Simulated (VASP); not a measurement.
# PbS (F-43m) in VASP: further runs, part 2 of 2

VASP 6.6.1. Earlier steps stand in the parts before.

### Step 3. Single point, r2SCAN (volume scaled by 1.040)

POSCAR

```
PbS
1.0
    0.0000000000      3.3442431870      3.3442431870
    3.3442431870      0.0000000000      3.3442431870
    3.3442431870      3.3442431870      0.0000000000
Pb S
1 1
Direct
    0.0000000000      0.0000000000      0.0000000000
    0.2500000000      0.2500000000      0.2500000000
```

INCAR.step1

```
PREC = Accurate
ENCUT = 520
ISMEAR = 0
SIGMA = 0.05
LREAL = F
LASPH = T
NELM = 80
NBANDS = 17
GGA = PE
ALGO = Normal
EDIFF = 1E-4
LWAVE = T
LCHARG = F
```

INCAR.step2

```
PREC = Accurate
ENCUT = 520
EDIFF = 1E-7
ISMEAR = 0
SIGMA = 0.05
LREAL = F
LASPH = T
NELM = 80
ALGO = Normal
ISIF = 2
LWAVE = F
LCHARG = F
METAGGA = R2SCAN
LMIXTAU = T
NBANDS = 17
ISTART = 1
```

KPOINTS

```
regular mesh
0
Gamma
  6 6 6
```

Potentials or basis: VASP PAW PBE potentials, release 64 (Pb_d, S).

Command:

```
> cat potpaw_PBE.64/Pb_d/POTCAR potpaw_PBE.64/S/POTCAR > POTCAR
> cp INCAR.step1 INCAR
> mpirun -np 1 vasp_std > vasp.out
> cp INCAR.step2 INCAR
> mpirun -np 1 vasp_std > vasp.out
```

OUTCAR:

```text
PREC = Accurate
   ENCUT = 520
   EDIFF = 1E-7
   ISMEAR = 0
   LREAL = F
   LASPH = T
   NELM = 80
   ISIF = 2
   METAGGA = R2SCAN
   ISTART = 1

 ion  position               nearest neighbor table
   1  0.000  0.000  0.000-   2 2.90   2 2.90   2 2.90   2 2.90
   2  0.250  0.250  0.250-   1 2.90   1 2.90   1 2.90   1 2.90

  LATTYP: Found a face centered cubic cell.
 ALAT       =     6.6884863740

  Lattice vectors:

 A1 = (   0.0000000000,   3.3442431870,   3.3442431870)
 A2 = (   3.3442431870,   0.0000000000,   3.3442431870)
 A3 = (   3.3442431870,   3.3442431870,   0.0000000000)

Analysis of symmetry for initial positions (statically):
=====================================================================
 Subroutine PRICEL returns:
 Original cell was already a primitive cell.

 Routine SETGRP: Setting up the symmetry group for a
 face centered cubic supercell.

 Subroutine GETGRP returns: Found 24 space group operations
[... 151 lines left out ...]
  ---------------------------------------------------
  free energy    TOTEN  =       -65.10009804 eV

  energy without entropy =      -65.10009804  energy(sigma->0) =      -65.10009804

 E-fermi :   2.5222     XC(G=0):  -8.2970

 val. band max:        2.2196096209   @ k =  -0.3333   0.5000   0.1667
 cond. band min:       3.3747095611   @ k =   0.5000   0.5000   0.0000
 fundamental gap:      1.1550999402
 Fermi energy:         2.5221878099

 k-point     1 :       0.0000    0.0000    0.0000
  band No.  band energies     occupation
      1     -14.8859      2.00000
      2     -14.8859      2.00000
      3     -14.8859      2.00000
      4     -14.8519      2.00000
      5     -14.8519      2.00000
      6     -10.6100      2.00000
[... 297 lines left out ...]
      4     -14.8561      2.00000
      5     -14.8463      2.00000
      6      -9.6536      2.00000
[... 9 lines left out ...]
     16      12.4808      0.00000
     17      12.4991      0.00000

------------------------ aborting loop because EDIFF is reached ----------------------------------------

  FORCE on cell =-STRESS in cart. coord.  units (eV):
  Direction    XX          YY          ZZ          XY          YZ          ZX
  --------------------------------------------------------------------------------------
  -------------------------------------------------------------------------------------
  Total       -0.6535680     -0.6535680     -0.6535680      0.0000000      0.0000000      0.0000000
  in kB      -13.9983811    -13.9983811    -13.9983811      0.0000000      0.0000000      0.0000000
  external PRESSURE =     -13.9983811 kB  Pullay stress =       0.0000000 kB

 VOLUME and BASIS-vectors are now :
 -----------------------------------------------------------------------------
  energy-cutoff  :      520.00
  volume of cell :       74.80
      direct lattice vectors                 reciprocal lattice vectors
     0.000000000  3.344243187  3.344243187    -0.149510658  0.149510658  0.149510658
     3.344243187  0.000000000  3.344243187     0.149510658 -0.149510658  0.149510658
     3.344243187  3.344243187  0.000000000     0.149510658  0.149510658 -0.149510658

 POSITION                                       TOTAL-FORCE (eV/Angst)
 -----------------------------------------------------------------------------------
      0.00000      0.00000      0.00000        -0.000000      0.000000      0.000000
      1.67212      1.67212      1.67212         0.000000     -0.000000     -0.000000
 -----------------------------------------------------------------------------------
    total drift:                                0.000000      0.000000      0.000000

  FREE ENERGIE OF THE ION-ELECTRON SYSTEM (eV)
  ---------------------------------------------------
  free  energy   TOTEN  =       -65.1000980443 eV

  energy  without entropy=      -65.1000980443  energy(sigma->0) =      -65.10009804
```

OSZICAR.step1:

```text
N       E                     dE             d eps       ncg     rms          rms(c)
DAV:   1     0.161442660291E+03    0.16144E+03   -0.91998E+03   544   0.111E+03
DAV:   2     0.585651863684E+01   -0.15559E+03   -0.15024E+03   556   0.292E+02
DAV:   3    -0.874441987664E+01   -0.14601E+02   -0.14495E+02   720   0.964E+01
DAV:   4    -0.913352084094E+01   -0.38910E+00   -0.38858E+00   669   0.193E+01
DAV:   5    -0.914920359985E+01   -0.15683E-01   -0.15680E-01   781   0.365E+00    0.469E+00
DAV:   6    -0.839790919878E+01    0.75129E+00   -0.23103E+00   824   0.893E+00    0.351E+00
DAV:   7    -0.840007306862E+01   -0.21639E-02   -0.18545E-01   584   0.205E+00    0.188E+00
DAV:   8    -0.840463045095E+01   -0.45574E-02   -0.20056E-02   632   0.150E+00    0.183E-01
DAV:   9    -0.840520224338E+01   -0.57179E-03   -0.65404E-03   736   0.565E-01    0.176E-01
DAV:  10    -0.840599916895E+01   -0.79693E-03   -0.99473E-04   568   0.192E-01    0.480E-02
DAV:  11    -0.840613994266E+01   -0.14077E-03   -0.20648E-04   663   0.118E-01    0.237E-02
DAV:  12    -0.840615702488E+01   -0.17082E-04   -0.32367E-05   471   0.615E-02
   1 F= -.84061570E+01 E0= -.84061570E+01  d E =-.569609E-11
```

It took 83 s on 1 thread of Intel Xeon Platinum 8375C at 2.90GHz (Ice Lake), shared host; peak memory 0.22 GiB.

Results:

| Item | Value |
| --- | --- |
| Free energy | -65.1001 eV |
| Pressure | -1.4 GPa |
| Band gap on the k mesh | 1.16 eV, indirect (least direct gap 1.50 eV) |

Levels at points of the mesh, in eV from the valence-band top:
| k point | band 8 | band 9 | band 10 | band 11 | band 12 | band 13 |
| --- | --- | --- | --- | --- | --- | --- |
| (0.00, 0.00, 0.00) | -1.60 | -1.60 | -1.60 | 2.87 | 2.87 | 2.87 |
| (0.50, 0.00, 0.00) | -2.08 | -2.08 | -1.75 | 3.57 | 3.57 | 3.88 |
| (0.50, 0.50, 0.00) | -2.75 | -2.75 | -0.34 | 1.16 | 5.43 | 5.43 |

Caveat: the PAW data sets were made with another functional, which shifts forces and pressure a little; spin-orbit coupling is left out, which moves the levels of the heavy elements. A k mesh can miss the band edges.
